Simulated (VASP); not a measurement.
# WC (Fm-3m) in VASP: settings compared

Aim: see how the results for WC move with the level of theory and the settings. Levels: BLYP, r2SCAN. Tasks: single point.

Program: VASP 6.6.1. These are calculated values, not measurements. Logs are shortened: lines on timing, memory, paths and dates and some standing lists are left out, and cuts for length are marked.

**1. The cell of the first run**

It takes space group Fm-3m (No. 225, cubic). The conventional cell has a = 4.434 Å, b = 4.434 Å, c = 4.434 Å, α = 90.00°, β = 90.00°, γ = 90.00°. Within 2.9 Å of W (site symmetry m-3m) lie 6 C at 2.22 Å. Within 2.9 Å of C (site symmetry m-3m) lie 6 W at 2.22 Å.

**2. Single point, BLYP**

Input file INCAR:

```
PREC = Accurate ; ENCUT = 1300
EDIFF = 1E-6 ; ISMEAR = -1
SIGMA = 0.05 ; LREAL = False
LASPH = True ; NELM = 120
ALGO = Normal ; ISIF = 2
LWAVE = False ; LCHARG = False
GGA = B5 ; ALDAX = 1.0
AGGAX = 1.0 ; AGGAC = 1.0
ALDAC = 0.0 ; NBANDS = 16
GGA_COMPAT = False
```

Input file KPOINTS:

```
Automatic mesh
0
Gamma
  10 10 10
```

Input file POSCAR:

```
WC
1.0
    0.0000000000      2.2168308950      2.2168308950
    2.2168308950      0.0000000000      2.2168308950
    2.2168308950      2.2168308950      0.0000000000
W C
1 1
Direct
    0.0000000000      0.0000000000      0.0000000000
    0.5000000000      0.5000000000      0.5000000000
```

Potentials or basis: VASP PAW PBE potentials, release 64 (W_sv, C_h).

On the command line:

```bash
cat potpaw_PBE.64/W_sv/POTCAR potpaw_PBE.64/C_h/POTCAR > POTCAR
mpirun -np 1 vasp_std > vasp.out
```

OUTCAR:

```text
PREC = Accurate
   ENCUT = 1300
   EDIFF = 1E-6
   ISMEAR = -1
   LREAL = False
   LASPH = True
   NELM = 120
   ISIF = 2
   GGA = B5

 ion  position               nearest neighbor table
   1  0.000  0.000  0.000-   2 2.22   2 2.22   2 2.22   2 2.22   2 2.22   2 2.22
   2  0.500  0.500  0.500-   1 2.22   1 2.22   1 2.22   1 2.22   1 2.22   1 2.22

  LATTYP: Found a face centered cubic cell.
 ALAT       =     4.4336617900

  Lattice vectors:

 A1 = (   0.0000000000,   2.2168308950,   2.2168308950)
 A2 = (   2.2168308950,   0.0000000000,   2.2168308950)
 A3 = (   2.2168308950,   2.2168308950,   0.0000000000)

Analysis of symmetry for initial positions (statically):
=====================================================================
 Subroutine PRICEL returns:
 Original cell was already a primitive cell.

 Routine SETGRP: Setting up the symmetry group for a
 face centered cubic supercell.

 Subroutine GETGRP returns: Found 48 space group operations
 (whereof 48 operations were pure point group operations)
 out of a pool of 48 trial point group operations.

The static configuration has the point symmetry O_h .

Analysis of symmetry for dynamics (positions and initial velocities):
=====================================================================
 Subroutine PRICEL returns:
 Original cell was already a primitive cell.

 Routine SETGRP: Setting up the symmetry group for a
 face centered cubic supercell.

 Subroutine GETGRP returns: Found 48 space group operations
 (whereof 48 operations were pure point group operations)
 out of a pool of 48 trial point group operations.

The dynamic configuration has the point symmetry O_h .

 Subroutine INISYM returns: Found 48 space group operations
 (whereof 48 operations are pure point group operations),
 and found     1 'primitive' translations

----------------------------------------------------------------------------------------

                                     Primitive cell

  volume of cell :      21.7885

  direct lattice vectors                    reciprocal lattice vectors
     0.000000000  2.216830895  2.216830895    -0.225547199  0.225547199  0.225547199
     2.216830895  0.000000000  2.216830895     0.225547199 -0.225547199  0.225547199
     2.216830895  2.216830895  0.000000000     0.225547199  0.225547199 -0.225547199

  length of vectors
     3.135072317  3.135072317  3.135072317     0.390659209  0.390659209  0.390659209

  position of ions in fractional coordinates (direct lattice)
     0.000000000  0.000000000  0.000000000
     0.500000000  0.500000000  0.500000000

  ion indices of the primitive-cell ions
   primitive index   ion index
                 1           1
                 2           2

----------------------------------------------------------------------------------------

 KPOINTS: Automatic mesh

Automatic generation of k-mesh.
 Grid dimensions read from file:
 generate k-points for:   10   10   10

 Generating k-lattice:

  Cartesian coordinates                     Fractional coordinates (reciprocal lattice)
    -0.022554720  0.022554720  0.022554720     0.100000000  0.000000000  0.000000000
     0.022554720 -0.022554720  0.022554720     0.000000000  0.100000000  0.000000000
     0.022554720  0.022554720 -0.022554720     0.000000000  0.000000000  0.100000000

  Length of vectors
     0.039065921  0.039065921  0.039065921

  Shift w.r.t. Gamma in fractional coordinates (k-lattice)
     0.000000000  0.000000000  0.000000000

 Subroutine IBZKPT returns following result:
 ===========================================

 Found     47 irreducible k-points:

 Following reciprocal coordinates:
            Coordinates               Weight
  0.000000  0.000000  0.000000      1.000000
  0.100000  0.000000  0.000000      8.000000
  0.200000  0.000000  0.000000      8.000000
  0.300000  0.000000  0.000000      8.000000
  0.400000  0.000000  0.000000      8.000000
  0.500000  0.000000  0.000000      4.000000
[... 16 lines left out ...]
  0.300000  0.300000  0.000000      6.000000
  0.400000  0.300000  0.000000     24.000000
 [... further k-points ...]
   k-points           NKPTS =     47   k-points in BZ     NKDIM =     47   number of bands    NBANDS=     16
   number of dos      NEDOS =    301   number of ions     NIONS =      2
   total plane-waves  NPLWV =  64000
   dimension x,y,z NGX =    40 NGY =   40 NGZ =   40
   dimension x,y,z NGXF=    80 NGYF=   80 NGZF=   80
   ions per type =               1   1
   NGX,Y,Z   is equivalent  to a cutoff of  21.21, 21.21, 21.21 a.u.
   NGXF,Y,Z  is equivalent  to a cutoff of  42.42, 42.42, 42.42 a.u.
 SYSTEM =  unknown system
   PREC   = accura    normal or accurate (medium, high low for compatibility)
   ISTART =      0    job   : 0-new  1-cont  2-samecut
   ICHARG =      2    charge: 1-file 2-atom 10-const
   ISPIN  =      1    spin polarized calculation?
   LNONCOLLINEAR =      F non collinear calculations
   LSORBIT =      F    spin-orbit coupling
   LASPH  =      T    aspherical Exc in radial PAW
   ENCUT  = 1300.0 eV  95.55 Ry    9.77 a.u.   9.22  9.22  9.22*2*pi/ulx,y,z
   NELM   =    120;   NELMIN=  2; NELMDL= -5     # of ELM steps
   EDIFF  = 0.1E-05   stopping-criterion for ELM
   LREAL  =      F    real-space projection
   EDIFFG = 0.1E-04   stopping-criterion for IOM
   NSW    =      0    number of steps for IOM
   IBRION =     -1    ionic relax: 0-MD 1-quasi-New 2-CG
   NFREE  =      0    steps in history (QN), initial steepest desc. (CG)
   ISIF   =      2    stress and relaxation
   ISYM   =      2    0-nonsym 1-usesym 2-fastsym
   POTIM  = 0.5000    time-step for ionic-motion
   TEBEG  =    0.0;   TEEND  =   0.0 temperature during run
   PSTRESS=    0.0 pullay stress
   NELECT =      18.0000    total number of electrons
   NUPDOWN=      -1.0000    fix difference up-down
   EMIN   =  10.00;   EMAX   =-10.00  energy-range for DOS
   EFERMI =   0.00;   METHOD = LEGACY
   ISMEAR =    -1;   SIGMA  =   0.05  broadening in eV -4-tet -1-fermi 0-gaus
   EFERMI_NEDOS =   21; number of points for ismear=-14 and -15
   IALGO  =     38    algorithm
   IMIX   =      4    mixing-type and parameters
     AMIX     =   0.40;   BMIX     =  1.00
     AMIX_MAG =   1.60;   BMIX_MAG =  1.00
  volume/ion in A,a.u.               =      10.89        73.52
  Fermi-wavevector in a.u.,A,eV,Ry     =   1.536113  2.902832 32.104885  2.359642
  Thomas-Fermi vector in A             =   2.642807
   LORBIT       =      0    0 simple, 1 ext, 2 COOP (PROOUT), +10 PAW based schemes
   GGA     = B5    functional components
   LHFCALC =     F    Hartree Fock is set to
   AEXX    =    0.0000 exact exchange contribution
   IVDW    =     0    specifies the selected vdW correction
   LEPSILON=     F    determine dielectric tensor
   LRPA    =     F    only Hartree local field effects (RPA)
 non-spin polarized calculation
  energy-cutoff  :     1300.00
  volume of cell :       21.79
 maximum number of plane-waves:      2334
 NGX is ok and might be reduce to    40
   NGX = 19   NGY = 19   NGZ = 19

 number of electron      18.0000000 magnetization

 Free energy of the ion-electron system (eV)
  ---------------------------------------------------
  ext. energy  EPLUGINS =         0.00000000
  ---------------------------------------------------
  free energy    TOTEN  =       -19.17822219 eV

  energy without entropy =      -19.17155745  energy(sigma->0) =      -19.17488982

 E-fermi :  12.7416     XC(G=0): -12.8561

 val. band max:       12.6464000495   @ k =   0.3000   0.2000   0.1000
 cond. band min:      12.7916705884   @ k =  -0.3000   0.3000   0.1000
 fundamental gap:      0.1452705389
 Fermi energy:        12.7415652046

 k-point     1 :       0.0000    0.0000    0.0000
  band No.  band energies     occupation
      1     -62.3440      2.00000
      2     -26.6032      2.00000
      3     -26.6032      2.00000
      4     -26.6032      2.00000
      5      -2.6199      2.00000
      6      10.1229      2.00000
[... 8 lines left out ...]
     15      22.9908      0.00000
     16      35.5508      0.00000

 k-point     2 :       0.1000    0.0000    0.0000
  band No.  band energies     occupation
      1     -62.3408      2.00000
      2     -26.6546      2.00000
      3     -26.6088      2.00000
      4     -26.6088      2.00000
      5      -2.3559      2.00000
      6       9.2467      2.00000
[... 8 lines left out ...]
     15      23.5802      0.00000
     16      33.0305      0.00000

 k-point     3 :       0.2000    0.0000    0.0000
  band No.  band energies     occupation
      1     -62.3328      2.00000
      2     -26.7871      2.00000
      3     -26.6235      2.00000
      4     -26.6235      2.00000
      5      -1.6086      2.00000
      6       7.6390      2.00000
[... 8 lines left out ...]
     15      24.7930      0.00000
     16      30.2801      0.00000

 k-point     4 :       0.3000    0.0000    0.0000
  band No.  band energies     occupation
      1     -62.3229      2.00000
      2     -26.9470      2.00000
      3     -26.6415      2.00000
      4     -26.6415      2.00000
      5      -0.4992      2.00000
      6       5.9408      2.00000
[... 8 lines left out ...]
     15      25.1235      0.00000
     16      28.1427      0.00000
[... 324 lines left out ...]
 k-point    22 :      -0.2000    0.2000    0.0000
  band No.  band energies     occupation
      1     -62.3194      2.00000
      2     -26.9187      2.00000
      3     -26.7438      2.00000
      4     -26.6365      2.00000
      5      -0.2812      2.00000
      6       5.7026      2.00000
[... 8 lines left out ...]
     15      25.5272      0.00000
     16      25.7434      0.00000

 k-point    23 :       0.3000    0.3000    0.0000
  band No.  band energies     occupation
      1     -62.3159      2.00000
      2     -26.9162      2.00000
      3     -26.7249      2.00000
      4     -26.7249      2.00000
      5      -0.6318      2.00000
      6       5.8506      2.00000
[... 8 lines left out ...]
     15      25.1931      0.00000
     16      28.3396      0.00000

 k-point    24 :       0.4000    0.3000    0.0000
  band No.  band energies     occupation
      1     -62.3095      2.00000
      2     -26.9836      2.00000
      3     -26.7603      2.00000
      4     -26.7447      2.00000
      5      -0.3369      2.00000
      6       5.9911      2.00000
[... 8 lines left out ...]
     15      24.3648      0.00000
     16      28.0708      0.00000

 [... further k-points ...]

------------------------ aborting loop because EDIFF is reached ----------------------------------------

  FORCE on cell =-STRESS in cart. coord.  units (eV):
  Direction    XX          YY          ZZ          XY          YZ          ZX
  --------------------------------------------------------------------------------------
  -------------------------------------------------------------------------------------
  Total        0.2566249      0.2566249      0.2566249      0.0000000      0.0000000      0.0000000
  in kB       18.8704287     18.8704287     18.8704287      0.0000000      0.0000000      0.0000000
  external PRESSURE =      18.8704287 kB  Pullay stress =       0.0000000 kB

 VOLUME and BASIS-vectors are now :
 -----------------------------------------------------------------------------
  energy-cutoff  :     1300.00
  volume of cell :       21.79
      direct lattice vectors                 reciprocal lattice vectors
     0.000000000  2.216830895  2.216830895    -0.225547199  0.225547199  0.225547199
     2.216830895  0.000000000  2.216830895     0.225547199 -0.225547199  0.225547199
     2.216830895  2.216830895  0.000000000     0.225547199  0.225547199 -0.225547199

 POSITION                                       TOTAL-FORCE (eV/Angst)
 -----------------------------------------------------------------------------------
      0.00000      0.00000      0.00000        -0.000000      0.000000      0.000000
      2.21683      2.21683      2.21683         0.000000      0.000000     -0.000000
 -----------------------------------------------------------------------------------
    total drift:                                0.000000     -0.000000     -0.000000

  FREE ENERGIE OF THE ION-ELECTRON SYSTEM (eV)
  ---------------------------------------------------
  free  energy   TOTEN  =       -19.1782221936 eV

  energy  without entropy=      -19.1715574542  energy(sigma->0) =      -19.17488982
```

It took 89 s on 1 thread of Intel Xeon Platinum 8488C (Sapphire Rapids), shared host; peak memory 0.29 GiB.

What came out:

```
Free energy            : -19.1782 eV
Pressure               : 1.9 GPa
Band gap on the k mesh : zero (bands 9 and 10 overlap by 2.94 eV)
```

Levels at points of the mesh, in eV from the Fermi level:
```tsv
k point	band 5	band 6	band 7	band 8	band 9	band 10	band 11	band 12	band 13	band 14
(0.00, 0.00, 0.00)	-15.36	-2.62	-2.62	-2.62	-1.06	-1.06	-1.06	-0.95	-0.95	6.26
(0.50, 0.00, 0.00)	-11.08	-9.34	-6.35	-6.35	0.89	0.89	2.13	5.26	8.26	8.26
(0.50, 0.50, 0.00)	-13.29	-5.39	-5.31	-2.42	-2.42	0.74	2.02	2.02	5.13	6.88
```

Caveat: the PAW data sets were made with another functional, which shifts forces and pressure a little; spin-orbit coupling is left out, which moves the levels of the heavy elements.

**3. Single point, r2SCAN**

This run uses another cell than the first one, of 10.54 Å³/atom.

Input file POSCAR:

```
WC
1.0
    0.0000000000      2.1926840000      2.1926840000
    2.1926840000      0.0000000000      2.1926840000
    2.1926840000      2.1926840000      0.0000000000
W C
1 1
Direct
    0.0000000000      0.0000000000      0.0000000000
    0.5000000000      0.5000000000      0.5000000000
```

Input file INCAR.step1:

```
SYSTEM = WC
PREC = Accurate
ENCUT = 1430
ISMEAR = -1
SIGMA = 0.05
LREAL = .FALSE.
LASPH = .TRUE.
NELM = 120
NBANDS = 16
GGA = PE
ALGO = Normal
EDIFF = 1E-5
LWAVE = .TRUE.
LCHARG = .FALSE.
GGA_COMPAT = .FALSE.
```

Input file INCAR.step2:

```
SYSTEM = WC
PREC = Accurate
ENCUT = 1430
EDIFF = 1E-6
ISMEAR = -1
SIGMA = 0.05
LREAL = .FALSE.
LASPH = .TRUE.
NELM = 120
ALGO = Normal
ISIF = 2
LWAVE = .FALSE.
LCHARG = .FALSE.
METAGGA = R2SCAN
LMIXTAU = .TRUE.
NBANDS = 16
ISTART = 1
GGA_COMPAT = .FALSE.
```

Input file KPOINTS:

```
regular mesh
0
G
  10 10 10
  0 0 0
```

Potentials or basis: VASP PAW PBE potentials, release 64 (W_sv, C_h).

On the command line:

```bash
cat potpaw_PBE.64/W_sv/POTCAR potpaw_PBE.64/C_h/POTCAR > POTCAR
cp INCAR.step1 INCAR
mpirun -np 1 vasp_std > vasp.out
cp INCAR.step2 INCAR
mpirun -np 1 vasp_std > vasp.out
```

Wall time 2.5 min (1 thread of Intel Xeon 6975P-C (Granite Rapids), shared host); peak memory 0.32 GiB.

The run converged. Its results:

| Item | Value |
| --- | --- |
| Free energy | -60.6531 eV |
| Pressure | -3.9 GPa |
| Band gap on the k mesh | zero (bands 9 and 10 overlap by 3.32 eV) |

Levels at points of the mesh, in eV from the Fermi level:
| k point | band 7 | band 8 | band 9 | band 10 | band 11 | band 12 |
| --- | --- | --- | --- | --- | --- | --- |
| (0.00, 0.00, 0.00) | -2.90 | -2.90 | -1.22 | -1.22 | -1.22 | -1.08 |
| (0.50, 0.00, 0.00) | -7.00 | -7.00 | 1.04 | 1.04 | 2.44 | 5.30 |
| (0.50, 0.50, 0.00) | -5.94 | -2.77 | -2.77 | 0.79 | 2.29 | 2.29 |

Caveat: the cell stands under tension; the PAW data sets were made with another functional, which shifts forces and pressure a little; spin-orbit coupling is left out, which moves the levels of the heavy elements.

The gap in the log of VASP goes by the Fermi energy; the results here count the filled bands.